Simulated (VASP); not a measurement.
# W (Im-3m) in VASP: single point with PBEsol

Aim: the single point of W with PBEsol.

Everything below comes from runs of VASP 6.6.1. Logs are shortened: lines on timing, memory, paths and dates and some standing lists are left out, and cuts for length are marked.

## 1. The cell of the first run

The structure is cubic, space group Im-3m (No. 229). Conventional cell: a = 3.256 Å, b = 3.256 Å, c = 3.256 Å, α = 90.00°, β = 90.00°, γ = 90.00°. W (site symmetry m-3m) has 14 W at 2.82 to 3.26 Å within 3.7 Å.

## 2. Single point, PBEsol (volume scaled by 1.10)

INCAR reads:

```
PREC = Accurate ; ENCUT = 520
EDIFF = 1E-7 ; ISMEAR = 0
SIGMA = 0.1 ; LREAL = F
LASPH = T ; NELM = 60
ALGO = Normal ; ISIF = 2
LWAVE = F ; LCHARG = F
GGA = PS ; NBANDS = 13
```

KPOINTS reads:

```
Automatic mesh
0
Gamma
  18 18 18
```

POSCAR reads:

```
W
1.0
   -1.6280851064      1.6280851064      1.6280851064
    1.6280851064     -1.6280851064      1.6280851064
    1.6280851064      1.6280851064     -1.6280851064
W
1
Direct
    0.0000000000      0.0000000000      0.0000000000
```

Potentials or basis: VASP PAW PBE potentials, release 64 (W_sv).

Run with:

```sh
cat potpaw_PBE.64/W_sv/POTCAR > POTCAR
mpirun -np 1 vasp_std > vasp.out
```

OUTCAR:

```text
PREC = Accurate
   ENCUT = 520
   EDIFF = 1E-7
   ISMEAR = 0
   LREAL = F
   LASPH = T
   NELM = 60
   ISIF = 2
   GGA = PS

 ion  position               nearest neighbor table
   1  0.000  0.000  0.000-

  LATTYP: Found a body centered cubic cell.
 ALAT       =     3.2561702128

  Lattice vectors:

 A1 = (  -1.6280851064,   1.6280851064,   1.6280851064)
 A2 = (   1.6280851064,  -1.6280851064,   1.6280851064)
 A3 = (   1.6280851064,   1.6280851064,  -1.6280851064)

Analysis of symmetry for initial positions (statically):
=====================================================================
 Subroutine PRICEL returns:
 Original cell was already a primitive cell.

 Routine SETGRP: Setting up the symmetry group for a
 body centered cubic supercell.

 Subroutine GETGRP returns: Found 48 space group operations
 (whereof 48 operations were pure point group operations)
 out of a pool of 48 trial point group operations.

The static configuration has the point symmetry O_h .

Analysis of symmetry for dynamics (positions and initial velocities):
=====================================================================
 Subroutine PRICEL returns:
 Original cell was already a primitive cell.

 Routine SETGRP: Setting up the symmetry group for a
 body centered cubic supercell.

 Subroutine GETGRP returns: Found 48 space group operations
 (whereof 48 operations were pure point group operations)
 out of a pool of 48 trial point group operations.

The dynamic configuration has the point symmetry O_h .

 Subroutine INISYM returns: Found 48 space group operations
 (whereof 48 operations are pure point group operations),
 and found     1 'primitive' translations

----------------------------------------------------------------------------------------

                                     Primitive cell

  volume of cell :      17.2620

  direct lattice vectors                    reciprocal lattice vectors
    -1.628085106  1.628085106  1.628085106     0.000000000  0.307109252  0.307109252
     1.628085106 -1.628085106  1.628085106     0.307109252  0.000000000  0.307109252
     1.628085106  1.628085106 -1.628085106     0.307109252  0.307109252  0.000000000

  length of vectors
     2.819926123  2.819926123  2.819926123     0.434318070  0.434318070  0.434318070

  position of ions in fractional coordinates (direct lattice)
     0.000000000  0.000000000  0.000000000

  ion indices of the primitive-cell ions
   primitive index   ion index
                 1           1

----------------------------------------------------------------------------------------

 KPOINTS: Automatic mesh

Automatic generation of k-mesh.
 Grid dimensions read from file:
 generate k-points for:   18   18   18

 Generating k-lattice:

  Cartesian coordinates                     Fractional coordinates (reciprocal lattice)
     0.000000000  0.017061625  0.017061625     0.055555556  0.000000000  0.000000000
     0.017061625  0.000000000  0.017061625     0.000000000  0.055555556  0.000000000
     0.017061625  0.017061625  0.000000000     0.000000000  0.000000000  0.055555556

  Length of vectors
     0.024128782  0.024128782  0.024128782

  Shift w.r.t. Gamma in fractional coordinates (k-lattice)
     0.000000000  0.000000000  0.000000000

 Subroutine IBZKPT returns following result:
 ===========================================

 Found    195 irreducible k-points:

 Following reciprocal coordinates:
            Coordinates               Weight
  0.000000  0.000000  0.000000      1.000000
  0.055556  0.000000  0.000000     12.000000
  0.111111  0.000000  0.000000     12.000000
  0.166667  0.000000  0.000000     12.000000
  0.222222  0.000000  0.000000     12.000000
  0.277778  0.000000  0.000000     12.000000
[... 16 lines left out ...]
  0.333333  0.111111 -0.000000     48.000000
  0.388889  0.111111  0.000000     48.000000
 [... further k-points ...]
   k-points           NKPTS =    195   k-points in BZ     NKDIM =    195   number of bands    NBANDS=     13
   number of dos      NEDOS =    301   number of ions     NIONS =      1
   total plane-waves  NPLWV =  13824
   dimension x,y,z NGX =    24 NGY =   24 NGZ =   24
   dimension x,y,z NGXF=    48 NGYF=   48 NGZF=   48
   ions per type =               1
   NGX,Y,Z   is equivalent  to a cutoff of  14.15, 14.15, 14.15 a.u.
   NGXF,Y,Z  is equivalent  to a cutoff of  28.30, 28.30, 28.30 a.u.
 SYSTEM =  unknown system
   PREC   = accura    normal or accurate (medium, high low for compatibility)
   ISTART =      0    job   : 0-new  1-cont  2-samecut
   ICHARG =      2    charge: 1-file 2-atom 10-const
   ISPIN  =      1    spin polarized calculation?
   LNONCOLLINEAR =      F non collinear calculations
   LSORBIT =      F    spin-orbit coupling
   LASPH  =      T    aspherical Exc in radial PAW
   ENCUT  =  520.0 eV  38.22 Ry    6.18 a.u.   5.24  5.24  5.24*2*pi/ulx,y,z
   NELM   =     60;   NELMIN=  2; NELMDL= -5     # of ELM steps
   EDIFF  = 0.1E-06   stopping-criterion for ELM
   LREAL  =      F    real-space projection
   EDIFFG = 0.1E-05   stopping-criterion for IOM
   NSW    =      0    number of steps for IOM
   IBRION =     -1    ionic relax: 0-MD 1-quasi-New 2-CG
   NFREE  =      0    steps in history (QN), initial steepest desc. (CG)
   ISIF   =      2    stress and relaxation
   ISYM   =      2    0-nonsym 1-usesym 2-fastsym
   POTIM  = 0.5000    time-step for ionic-motion
   TEBEG  =    0.0;   TEEND  =   0.0 temperature during run
   PSTRESS=    0.0 pullay stress
   NELECT =      14.0000    total number of electrons
   NUPDOWN=      -1.0000    fix difference up-down
   EMIN   =  10.00;   EMAX   =-10.00  energy-range for DOS
   EFERMI =   0.00;   METHOD = LEGACY
   ISMEAR =     0;   SIGMA  =   0.10  broadening in eV -4-tet -1-fermi 0-gaus
   EFERMI_NEDOS =   21; number of points for ismear=-14 and -15
   IALGO  =     38    algorithm
   IMIX   =      4    mixing-type and parameters
     AMIX     =   0.40;   BMIX     =  1.00
     AMIX_MAG =   1.60;   BMIX_MAG =  1.00
  volume/ion in A,a.u.               =      17.26       116.49
  Fermi-wavevector in a.u.,A,eV,Ry     =   1.526700  2.885045 31.712640  2.330813
  Thomas-Fermi vector in A             =   2.634698
   LORBIT       =      0    0 simple, 1 ext, 2 COOP (PROOUT), +10 PAW based schemes
   GGA     = PS    functional components
   LHFCALC =     F    Hartree Fock is set to
   AEXX    =    0.0000 exact exchange contribution
   IVDW    =     0    specifies the selected vdW correction
   LEPSILON=     F    determine dielectric tensor
   LRPA    =     F    only Hartree local field effects (RPA)
 non-spin polarized calculation
 Gauss-broadening in eV      SIGMA  =   0.10
  energy-cutoff  :      520.00
  volume of cell :       17.26
 maximum number of plane-waves:       478
 NGX is ok and might be reduce to    24
   NGX = 11   NGY = 11   NGZ = 11

 number of electron      13.9999998 magnetization

 Free energy of the ion-electron system (eV)
  ---------------------------------------------------
  ext. energy  EPLUGINS =         0.00000000
  ---------------------------------------------------
  free energy    TOTEN  =       -13.67193087 eV

  energy without entropy =      -13.66778792  energy(sigma->0) =      -13.66985940

 E-fermi :  10.0771     XC(G=0): -13.2838

 val. band max:       10.0758108860   @ k =  -0.1667   0.1667   0.1667
 cond. band min:      10.0792335861   @ k =  -0.2778   0.3333   0.2222
 fundamental gap:      0.0034227001
 Fermi energy:        10.0771169842

 k-point     1 :       0.0000    0.0000    0.0000
  band No.  band energies     occupation
      1     -64.1813      2.00000
      2     -27.8471      2.00000
      3     -27.8471      2.00000
      4     -27.8471      2.00000
      5       0.9107      2.00000
      6       8.9852      2.00000
      7       8.9852      2.00000
      8       8.9852      2.00000
      9      12.1171      0.00000
     10      12.1172      0.00000
     11      24.4234      0.00000
     12      24.4234      0.00000
     13      24.4234      0.00000

 k-point     2 :       0.0556    0.0000    0.0000
  band No.  band energies     occupation
      1     -64.1785      2.00000
      2     -27.8784      2.00000
      3     -27.8571      2.00000
      4     -27.8472      2.00000
      5       1.0463      2.00000
      6       8.9051      2.00000
      7       8.9680      2.00000
      8       9.1143      2.00000
      9      11.9923      0.00000
     10      12.1190      0.00000
     11      24.5345      0.00000
     12      24.6546      0.00000
     13      24.7332      0.00000

 k-point     3 :       0.1111    0.0000    0.0000
  band No.  band energies     occupation
      1     -64.1707      2.00000
      2     -27.9677      2.00000
      3     -27.8857      2.00000
      4     -27.8474      2.00000
      5       1.4399      2.00000
      6       8.6829      2.00000
      7       8.8920      2.00000
      8       9.4972      2.00000
      9      11.7199      0.00000
     10      12.1301      0.00000
     11      24.8048      0.00000
     12      25.3280      0.00000
     13      25.5119      0.00000

 k-point     4 :       0.1667    0.0000    0.0000
  band No.  band energies     occupation
      1     -64.1585      2.00000
      2     -28.1024      2.00000
      3     -27.9293      2.00000
      4     -27.8478      2.00000
      5       2.0492      2.00000
      6       8.3644      2.00000
      7       8.7160      2.00000
      8      10.1210      0.53458
      9      11.5112      0.00000
     10      12.1645      0.00000
     11      25.0027      0.00000
     12      26.2626      0.00000
     13      26.3918      0.00000

 k-point     5 :       0.2222    0.0000    0.0000
  band No.  band energies     occupation
      1     -64.1436      2.00000
      2     -28.2643      2.00000
      3     -27.9823      2.00000
      4     -27.8483      2.00000
      5       2.7905      2.00000
      6       8.0037      2.00000
      7       8.4839      2.00000
      8      10.9625      0.00000
      9      11.4960      0.00000
     10      12.2365      0.00000
     11      24.7422      0.00000
     12      26.0685      0.00000
     13      27.7794      0.00000

 k-point     6 :       0.2778    0.0000    0.0000
  band No.  band energies     occupation
      1     -64.1277      2.00000
      2     -28.4328      2.00000
      3     -28.0381      2.00000
      4     -27.8488      2.00000
      5       3.5187      2.00000
      6       7.6498      2.00000
      7       8.3838      2.00000
      8      11.6467      0.00000
      9      11.9828      0.00000
     10      12.3528      0.00000
     11      23.9510      0.00000
     12      24.7430      0.00000
     13      29.4193      0.00000

 k-point     7 :       0.3333    0.0000    0.0000
  band No.  band energies     occupation
      1     -64.1127      2.00000
      2     -28.5878      2.00000
      3     -28.0901      2.00000
      4     -27.8494      2.00000
      5       4.0423      2.00000
      6       7.3407      2.00000
      7       8.6442      2.00000
      8      11.8621      0.00000
      9      12.5054      0.00000
     10      13.1167      0.00000
     11      22.9833      0.00000
     12      23.0460      0.00000
     13      29.5937      0.00000
[... 193 lines left out ...]
 k-point    20 :       0.1667    0.1111    0.0000
  band No.  band energies     occupation
      1     -64.1377      2.00000
      2     -28.3123      2.00000
      3     -27.9822      2.00000
      4     -27.8847      2.00000
      5       3.1306      2.00000
      6       8.0014      2.00000
      7       8.1612      2.00000
      8      11.2122      0.00000
      9      11.4781      0.00000
     10      12.4871      0.00000
     11      25.1011      0.00000
     12      25.8763      0.00000
     13      27.3997      0.00000

 k-point    21 :       0.2222    0.1111    0.0000
  band No.  band energies     occupation
      1     -64.1228      2.00000
      2     -28.4559      2.00000
      3     -28.0460      2.00000
      4     -27.8886      2.00000
      5       3.8687      2.00000
      6       7.6564      2.00000
      7       8.0386      2.00000
      8      11.3354      0.00000
      9      12.5204      0.00000
     10      12.6422      0.00000
     11      23.8535      0.00000
     12      25.1618      0.00000
     13      28.4209      0.00000

 k-point    22 :       0.2778    0.1111    0.0000
  band No.  band energies     occupation
      1     -64.1087      2.00000
      2     -28.5870      2.00000
      3     -28.1082      2.00000
      4     -27.8909      2.00000
      5       4.4190      2.00000
      6       7.3704      2.00000
      7       8.2150      2.00000
      8      11.5790      0.00000
      9      12.7250      0.00000
     10      13.7167      0.00000
     11      22.4599      0.00000
     12      23.9100      0.00000
     13      27.7979      0.00000

 k-point    23 :       0.3333    0.1111   -0.0000
  band No.  band energies     occupation
      1     -64.0972      2.00000
      2     -28.6915      2.00000
      3     -28.1595      2.00000
      4     -27.8924      2.00000
      5       4.6650      2.00000
      6       7.1610      2.00000
      7       8.7586      2.00000
      8      11.8163      0.00000
      9      12.8438      0.00000
     10      14.8728      0.00000
     11      21.0115      0.00000
     12      22.8620      0.00000
     13      26.6109      0.00000

 k-point    24 :       0.3889    0.1111    0.0000
  band No.  band energies     occupation
      1     -64.0896      2.00000
      2     -28.7588      2.00000
      3     -28.1931      2.00000
      4     -27.8933      2.00000
      5       4.7143      2.00000
      6       7.0325      2.00000
      7       9.4077      2.00000
      8      11.8811      0.00000
      9      13.0410      0.00000
     10      15.8005      0.00000
     11      19.8047      0.00000
     12      22.2343      0.00000
     13      25.6689      0.00000

 [... further k-points ...]
[... 5 lines left out ...]
  --------------------------------------------------------------------------------------
  -------------------------------------------------------------------------------------
  Total       -2.6910714     -2.6910714     -2.6910714     -0.0000000      0.0000000      0.0000000
  in kB     -249.7724315   -249.7724315   -249.7724315     -0.0000000      0.0000000      0.0000000
  external PRESSURE =    -249.7724315 kB  Pullay stress =       0.0000000 kB

 VOLUME and BASIS-vectors are now :
 -----------------------------------------------------------------------------
  energy-cutoff  :      520.00
  volume of cell :       17.26
      direct lattice vectors                 reciprocal lattice vectors
    -1.628085106  1.628085106  1.628085106     0.000000000  0.307109252  0.307109252
     1.628085106 -1.628085106  1.628085106     0.307109252  0.000000000  0.307109252
     1.628085106  1.628085106 -1.628085106     0.307109252  0.307109252  0.000000000

 POSITION                                       TOTAL-FORCE (eV/Angst)
 -----------------------------------------------------------------------------------
      0.00000      0.00000      0.00000         0.000000      0.000000      0.000000
 -----------------------------------------------------------------------------------
    total drift:                               -0.000000      0.000000      0.000000

  FREE ENERGIE OF THE ION-ELECTRON SYSTEM (eV)
  ---------------------------------------------------
  free  energy   TOTEN  =       -13.6719308734 eV

  energy  without entropy=      -13.6677879180  energy(sigma->0) =      -13.66985940
```

It took 24 s on 1 thread of Intel Xeon 6975P-C, shared host; peak memory 0.17 GiB.

Results:

| Quantity | Value |
| --- | --- |
| Free energy | -13.6719 eV |
| Pressure | -25.0 GPa |
| Band gap on the k mesh | zero (band 7 reaches 14.67 eV, above the bottom of band 8 at 8.99 eV) |

Caveat: the PAW data sets were made with another functional, which shifts forces and pressure a little; spin-orbit coupling is left out, which moves the levels of the heavy elements.
